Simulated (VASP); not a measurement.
Wanted: the native input for a VASP 6.6.1 run.

| Quantity | Value |
| --- | --- |
| Task | single point |
| Functional | PBEsol |
| Potentials or basis | VASP PAW PBE potentials, release 64 (Li_sv, F) |
| Cutoff | 520 eV |
| k mesh | 9 × 9 × 6 |
| Occupations | gaussian, width 0.05 eV |
| Spin | no spin polarisation |
| Dipole correction | no |
| Further INCAR settings | ALGO = Normal; EDIFF = 1e-06; NBANDS = 18 |

The structure of LiF lies in POSCAR:

```
LiF
1.0
    2.8160646321      0.0000000000      0.0000000000
   -1.4080323160      2.4387835101      0.0000000000
    0.0000000000      0.0000000000      4.4227386044
Li F
2 2
Direct
    0.3333333333      0.6666666667      0.3811542600
    0.6666666667      0.3333333333      0.8811542600
    0.3333333333      0.6666666667      0.9938437400
    0.6666666667      0.3333333333      0.4938437400
```

This cell differs from its parent crystal: strain -0.080 along x and y, -0.080 along z.

One way to write it, as run:

INCAR

```
SYSTEM = LiF
PREC     = Accurate       ! precision mode
ENCUT    = 520            ! plane-wave cutoff, eV
EDIFF    = 1E-6           ! SCF threshold, eV
ISMEAR   = 0              ! smearing method
SIGMA    = 0.05           ! smearing width, eV
LREAL    = .FALSE.        ! projectors in reciprocal space
LASPH    = .TRUE.         ! aspherical terms in the spheres
NELM     = 60             ! most SCF steps
ALGO     = Normal         ! electronic algorithm
ISIF     = 2              ! what is computed and relaxed
LWAVE    = .FALSE.        ! write WAVECAR
LCHARG   = .FALSE.        ! write CHGCAR
GGA      = PS             ! functional
NBANDS   = 18             ! bands
```

KPOINTS

```
regular mesh
0
G
  9 9 6
  0 0 0
```

Potentials or basis: VASP PAW PBE potentials, release 64 (Li_sv, F).

The run is started by

```bash
$ cat potpaw_PBE.64/Li_sv/POTCAR potpaw_PBE.64/F/POTCAR > POTCAR
$ mpirun -np 1 vasp_std > vasp.out
```

Results of the run:

```json
{
  "Largest force": "0.043 eV/Å",
  "Band gap on the k mesh": "9.22 eV, direct"
}
```

Caveat: the cell differs from its parent crystal (strain -0.080 along x and y, -0.080 along z); the PAW data sets were made with another functional, which shifts forces and pressure a little.

It took 30 s on 1 thread of Intel Xeon 8259CL, with other jobs on the host, peak memory 0.16 GiB.
